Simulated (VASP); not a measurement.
# CuSi16 (a cell with a defect) in VASP: single point with PBE

Aim: the single point of CuSi16 (a cell with a defect) with PBE.

Program: VASP 6.6.1. These are calculated values, not measurements. Logs are shortened: lines on timing, memory, paths and dates and some standing lists are left out, and cuts for length are marked.

## (1) The cell of the first run

The cell holds a defect, 17 atoms: a = 7.679 Å, b = 7.679 Å, c = 7.679 Å, α = 60.00°, β = 60.00°, γ = 60.00°.

## (2) Single point, PBE

Input file INCAR:

```
SYSTEM = CuSi16
ALGO = Normal
EDIFF = 1E-7
ENCUT = 520
GGA = PE
ISIF = 2
ISMEAR = 0
LASPH = .TRUE.
LCHARG = .FALSE.
LREAL = Auto
LWAVE = .FALSE.
NBANDS = 52
NELECT = 74.0
NELM = 100
PREC = Accurate
SIGMA = 0.02
```

Input file KPOINTS:

```
k-points
0
G
  2 2 2
  0 0 0
```

Input file POSCAR:

```
CuSi16
1.0
    0.0000000000      5.4300000000      5.4300000000
    5.4300000000      0.0000000000      5.4300000000
    5.4300000000      5.4300000000      0.0000000000
Si Cu
16 1
Direct
    0.0353965930     -0.0107837017     -0.0141908840
    0.1329018416      0.1238891344      0.1268526703
   -0.0083569061      0.0087745856      0.4982882136
    0.1307736648      0.1276738490      0.6135012891
   -0.0062732044      0.4971319521      0.0116347145
    0.1328773481      0.6159979742      0.1268583794
   -0.0083790055      0.5009184162      0.4982935543
    0.0891488029      0.6355642726      0.6393325967
    0.5039507366      0.0111037753      0.0045947514
    0.6633377532      0.1093279926      0.1177036832
    0.5022257827      0.0056092081      0.4861208103
    0.6206050645      0.1447459484      0.6206048803
    0.5039186004      0.4800381215      0.0045613260
    0.6222835175      0.6191667587      0.1390511050
    0.4611892265      0.5154422652      0.5074794659
    0.6205734807      0.6136865562      0.6205723757
    0.5621500000      0.8124319521      0.8126288214
```

Potentials or basis: VASP PAW PBE potentials, release 64 (Si, Cu).

The run is started by

```console
$ cat potpaw_PBE.64/Si/POTCAR potpaw_PBE.64/Cu/POTCAR > POTCAR
$ mpirun -np 1 vasp_std > vasp.out
```

OUTCAR:

```text
SYSTEM = CuSi16
   EDIFF = 1E-7
   ENCUT = 520
   GGA = PE
   ISIF = 2
   ISMEAR = 0
   LASPH = .TRUE.
   LREAL = Auto
   NELECT = 74.0
   NELM = 100
   PREC = Accurate

 ion  position               nearest neighbor table
   1  0.035  0.989  0.986-  10 2.33   4 2.34   6 2.35   2 2.35
   2  0.133  0.124  0.127-   9 2.33   3 2.33   5 2.34   1 2.35
   3  0.992  0.009  0.498-  12 2.33   2 2.33   4 2.34   8 2.35
   4  0.131  0.128  0.614-  11 2.33   1 2.34   3 2.34   7 2.34
   5  0.994  0.497  0.012-  14 2.33   8 2.34   6 2.34   2 2.34
   6  0.133  0.616  0.127-  13 2.33   7 2.33   5 2.34   1 2.35
   7  0.992  0.501  0.498-  16 2.33   6 2.33   4 2.34   8 2.35
   8  0.089  0.636  0.639-  15 2.33   5 2.34   3 2.35   7 2.35
   9  0.504  0.011  0.005-   2 2.33  10 2.34  17 2.37  12 2.41  14 2.46
  10  0.663  0.109  0.118-  11 2.32   1 2.33  13 2.34   9 2.34
  11  0.502  0.006  0.486-  10 2.32   4 2.33  17 2.33  16 2.46  12 2.46
  12  0.621  0.145  0.621-   3 2.33  15 2.34  17 2.37   9 2.41  11 2.46
  13  0.504  0.480  0.005-   6 2.33  10 2.34  17 2.37  16 2.41  14 2.46
  14  0.622  0.619  0.139-  15 2.32   5 2.33  17 2.33   9 2.46  13 2.46
  15  0.461  0.515  0.507-  14 2.32   8 2.33  12 2.34  16 2.34
  16  0.621  0.614  0.621-   7 2.33  15 2.34  17 2.37  13 2.41  11 2.46
  17  0.562  0.812  0.813-  11 2.33  14 2.33  13 2.37  12 2.37   9 2.37  16 2.37

  LATTYP: Found a face centered cubic cell.
 ALAT       =    10.8600000000

  Lattice vectors:

 A1 = (   0.0000000000,   5.4300000000,   5.4300000000)
 A2 = (   5.4300000000,   0.0000000000,   5.4300000000)
 A3 = (   5.4300000000,   5.4300000000,   0.0000000000)

Analysis of symmetry for initial positions (statically):
=====================================================================
 Subroutine PRICEL returns:
 Original cell was already a primitive cell.

 Routine SETGRP: Setting up the symmetry group for a
 face centered cubic supercell.

 Subroutine GETGRP returns: Found  1 space group operations
 (whereof  1 operations were pure point group operations)
 out of a pool of 48 trial point group operations.

The static configuration has the point symmetry C_1 .

Analysis of symmetry for dynamics (positions and initial velocities):
=====================================================================
 Subroutine PRICEL returns:
 Original cell was already a primitive cell.

 Routine SETGRP: Setting up the symmetry group for a
 face centered cubic supercell.

 Subroutine GETGRP returns: Found  1 space group operations
 (whereof  1 operations were pure point group operations)
 out of a pool of 48 trial point group operations.

The dynamic configuration has the point symmetry C_1 .

 Subroutine INISYM returns: Found  1 space group operations
 (whereof  1 operations are pure point group operations),
 and found     1 'primitive' translations

----------------------------------------------------------------------------------------

                                     Primitive cell

  volume of cell :     320.2060

  direct lattice vectors                    reciprocal lattice vectors
     0.000000000  5.430000000  5.430000000    -0.092081031  0.092081031  0.092081031
     5.430000000  0.000000000  5.430000000     0.092081031 -0.092081031  0.092081031
     5.430000000  5.430000000  0.000000000     0.092081031  0.092081031 -0.092081031

  length of vectors
     7.679179644  7.679179644  7.679179644     0.159489025  0.159489025  0.159489025

  position of ions in fractional coordinates (direct lattice)
     0.035396593  0.989216298  0.985809116
     0.132901842  0.123889134  0.126852670
     0.991643094  0.008774586  0.498288214
     0.130773665  0.127673849  0.613501289
     0.993726796  0.497131952  0.011634714
     0.132877348  0.615997974  0.126858379
[... 9 lines left out ...]
     0.620573481  0.613686556  0.620572376
     0.562150000  0.812431952  0.812628821

  ion indices of the primitive-cell ions
   primitive index   ion index
                 1           1
                 2           2
                 3           3
                 4           4
                 5           5
                 6           6
[... 9 lines left out ...]
                16          16
                17          17

----------------------------------------------------------------------------------------

 KPOINTS: k-points

Automatic generation of k-mesh.
 Grid dimensions read from file:
 generate k-points for:    2    2    2

 Generating k-lattice:

  Cartesian coordinates                     Fractional coordinates (reciprocal lattice)
    -0.046040516  0.046040516  0.046040516     0.500000000  0.000000000  0.000000000
     0.046040516 -0.046040516  0.046040516     0.000000000  0.500000000  0.000000000
     0.046040516  0.046040516 -0.046040516     0.000000000  0.000000000  0.500000000

  Length of vectors
     0.079744512  0.079744512  0.079744512

  Shift w.r.t. Gamma in fractional coordinates (k-lattice)
     0.000000000  0.000000000  0.000000000

 Subroutine IBZKPT returns following result:
 ===========================================

 Found      8 irreducible k-points:

 Following reciprocal coordinates:
            Coordinates               Weight
  0.000000  0.000000  0.000000      1.000000
  0.500000  0.000000  0.000000      1.000000
  0.000000  0.500000  0.000000      1.000000
  0.000000  0.000000  0.500000      1.000000
  0.500000  0.500000  0.500000      1.000000
  0.500000  0.500000  0.000000      1.000000
  0.000000  0.500000  0.500000      1.000000
  0.500000  0.000000  0.500000      1.000000
   k-points           NKPTS =      8   k-points in BZ     NKDIM =      8   number of bands    NBANDS=     52
   number of dos      NEDOS =    301   number of ions     NIONS =     17
   total plane-waves  NPLWV = 216000
   dimension x,y,z NGX =    60 NGY =   60 NGZ =   60
   dimension x,y,z NGXF=   120 NGYF=  120 NGZF=  120
   ions per type =              16   1
   NGX,Y,Z   is equivalent  to a cutoff of  12.99, 12.99, 12.99 a.u.
   NGXF,Y,Z  is equivalent  to a cutoff of  25.98, 25.98, 25.98 a.u.
 SYSTEM =  CuSi16
   PREC   = accura    normal or accurate (medium, high low for compatibility)
   ISTART =      0    job   : 0-new  1-cont  2-samecut
   ICHARG =      2    charge: 1-file 2-atom 10-const
   ISPIN  =      1    spin polarized calculation?
   LNONCOLLINEAR =      F non collinear calculations
   LSORBIT =      F    spin-orbit coupling
   LASPH  =      T    aspherical Exc in radial PAW
   ENCUT  =  520.0 eV  38.22 Ry    6.18 a.u.  14.28 14.28 14.28*2*pi/ulx,y,z
   NELM   =    100;   NELMIN=  2; NELMDL= -5     # of ELM steps
   EDIFF  = 0.1E-06   stopping-criterion for ELM
   LREAL  =      T    real-space projection
   EDIFFG = 0.1E-05   stopping-criterion for IOM
   NSW    =      0    number of steps for IOM
   IBRION =     -1    ionic relax: 0-MD 1-quasi-New 2-CG
   NFREE  =      0    steps in history (QN), initial steepest desc. (CG)
   ISIF   =      2    stress and relaxation
   ISYM   =      2    0-nonsym 1-usesym 2-fastsym
   POTIM  = 0.5000    time-step for ionic-motion
   TEBEG  =    0.0;   TEEND  =   0.0 temperature during run
   PSTRESS=    0.0 pullay stress
   NELECT =      74.0000    total number of electrons
   NUPDOWN=      -1.0000    fix difference up-down
   EMIN   =  10.00;   EMAX   =-10.00  energy-range for DOS
   EFERMI =   0.00;   METHOD = LEGACY
   ISMEAR =     0;   SIGMA  =   0.02  broadening in eV -4-tet -1-fermi 0-gaus
   EFERMI_NEDOS =   21; number of points for ismear=-14 and -15
   IALGO  =     38    algorithm
   IMIX   =      4    mixing-type and parameters
     AMIX     =   0.40;   BMIX     =  1.00
     AMIX_MAG =   1.60;   BMIX_MAG =  1.00
  volume/ion in A,a.u.               =      18.84       127.11
  Fermi-wavevector in a.u.,A,eV,Ry     =   1.004636  1.898488 13.732283  1.009294
  Thomas-Fermi vector in A             =   2.137265
   LORBIT       =      0    0 simple, 1 ext, 2 COOP (PROOUT), +10 PAW based schemes
   GGA     = PE    functional components
   LHFCALC =     F    Hartree Fock is set to
   AEXX    =    0.0000 exact exchange contribution
   IVDW    =     0    specifies the selected vdW correction
   LEPSILON=     F    determine dielectric tensor
   LRPA    =     F    only Hartree local field effects (RPA)
 non-spin polarized calculation
 Gauss-broadening in eV      SIGMA  =   0.02
  energy-cutoff  :      520.00
  volume of cell :      320.21
 maximum number of plane-waves:      8646
 NGX is ok and might be reduce to    60
   NGX = 29   NGY = 29   NGZ = 29

 number of electron      73.9999994 magnetization

 Free energy of the ion-electron system (eV)
  ---------------------------------------------------
  ext. energy  EPLUGINS =         0.00000000
  ---------------------------------------------------
  free energy    TOTEN  =       -94.17029074 eV

  energy without entropy =      -94.17029074  energy(sigma->0) =      -94.17029074

 E-fermi :   6.3959     XC(G=0):  -9.6167

 val. band max:        6.3117885496   @ k =   0.0000   0.0000   0.0000
 cond. band min:       6.4801566009   @ k =   0.0000   0.0000   0.0000
 fundamental gap:      0.1683680512
 Fermi energy:         6.3958953609

 k-point     1 :       0.0000    0.0000    0.0000
  band No.  band energies     occupation
      1      -5.8998      2.00000
      2      -3.5542      2.00000
      3      -3.5172      2.00000
      4      -3.4843      2.00000
      5      -3.4709      2.00000
      6      -1.9436      2.00000
[... 41 lines left out ...]
     48       8.4142      0.00000
     49       8.5011      0.00000

 k-point     2 :       0.5000    0.0000    0.0000
  band No.  band energies     occupation
      1      -5.2784      2.00000
      2      -4.8921      2.00000
      3      -3.2205      2.00000
      4      -3.1720      2.00000
      5      -3.1673      2.00000
      6      -3.1166      2.00000
[... 304 lines left out ...]
 k-point     8 :       0.5000    0.0000    0.5000
  band No.  band energies     occupation
      1      -4.9450      2.00000
      2      -4.7015      2.00000
      3      -3.9118      2.00000
      4      -3.7834      2.00000
      5      -3.7467      2.00000
      6      -3.7395      2.00000
[... 41 lines left out ...]
     48      10.4044      0.00000
     49      10.4700      0.00000
 [bands above 49 left out]

------------------------ aborting loop because EDIFF is reached ----------------------------------------

  FORCE on cell =-STRESS in cart. coord.  units (eV):
  Direction    XX          YY          ZZ          XY          YZ          ZX
  --------------------------------------------------------------------------------------
  -------------------------------------------------------------------------------------
  Total       -1.1618619     -0.7896326     -1.1593851     -0.0715926      0.0681301     -1.1947061
  in kB       -5.8134723     -3.9509922     -5.8010795     -0.3582197      0.3408944     -5.9778108
  external PRESSURE =      -5.1885147 kB  Pullay stress =       0.0000000 kB

 VOLUME and BASIS-vectors are now :
 -----------------------------------------------------------------------------
  energy-cutoff  :      520.00
  volume of cell :      320.21
      direct lattice vectors                 reciprocal lattice vectors
     0.000000000  5.430000000  5.430000000    -0.092081031  0.092081031  0.092081031
     5.430000000  0.000000000  5.430000000     0.092081031 -0.092081031  0.092081031
     5.430000000  5.430000000  0.000000000     0.092081031  0.092081031 -0.092081031

 POSITION                                       TOTAL-FORCE (eV/Angst)
 -----------------------------------------------------------------------------------
     10.72439      5.54515      5.56365         0.001198     -0.002493     -0.000470
      1.36153      1.41047      1.39437         0.000672     -0.000946     -0.000669
      2.75335      8.09033      5.43227        -0.000229     -0.000621      0.002442
      4.02458      4.04141      1.40337         0.000662      0.002602     -0.001207
      2.76260      5.45911      8.09536        -0.000473     -0.000714      0.001219
      4.03371      1.41037      4.06639         0.000487     -0.001237     -0.001299
[... 9 lines left out ...]
      6.70203      6.73942      6.70203        -0.004221     -0.002655     -0.004164
      8.82408      7.46505      7.46398        -0.000281     -0.001108     -0.000573
 -----------------------------------------------------------------------------------
    total drift:                                0.001108      0.009556      0.003929

  FREE ENERGIE OF THE ION-ELECTRON SYSTEM (eV)
  ---------------------------------------------------
  free  energy   TOTEN  =       -94.1702907448 eV

  energy  without entropy=      -94.1702907447  energy(sigma->0) =      -94.17029074
```

Run time: 9 min. Hardware: 1 thread of AMD EPYC 7R43 (Zen 3), shared host; peak memory 0.45 GiB.

What came out:

* Free energy: -94.1703 eV
* Largest force: 0.010 eV/Å

Forces on the atoms (eV/Å):
```
Si   0.001 -0.002  0.000
Si   0.001 -0.001 -0.001
Si   0.000 -0.001  0.002
Si   0.001  0.003 -0.001
Si   0.000 -0.001  0.001
Si   0.000 -0.001 -0.001
Si  -0.002 -0.001  0.000
Si  -0.001  0.001  0.001
Si   0.005  0.006  0.004
Si   0.003 -0.004 -0.004
Si  -0.004 -0.007  0.007
Si   0.003 -0.005  0.003
Si  -0.004  0.006 -0.005
Si   0.005  0.005 -0.005
Si  -0.003  0.005  0.004
Si  -0.004 -0.003 -0.004
Cu   0.000 -0.001 -0.001
```

Caveat: the k points lie up to 0.50 Å⁻¹ apart; the cell carries a net charge on a neutralising background, which shifts energy and pressure; the cell is charged against a uniform background, so pressure and absolute levels hang on convention.
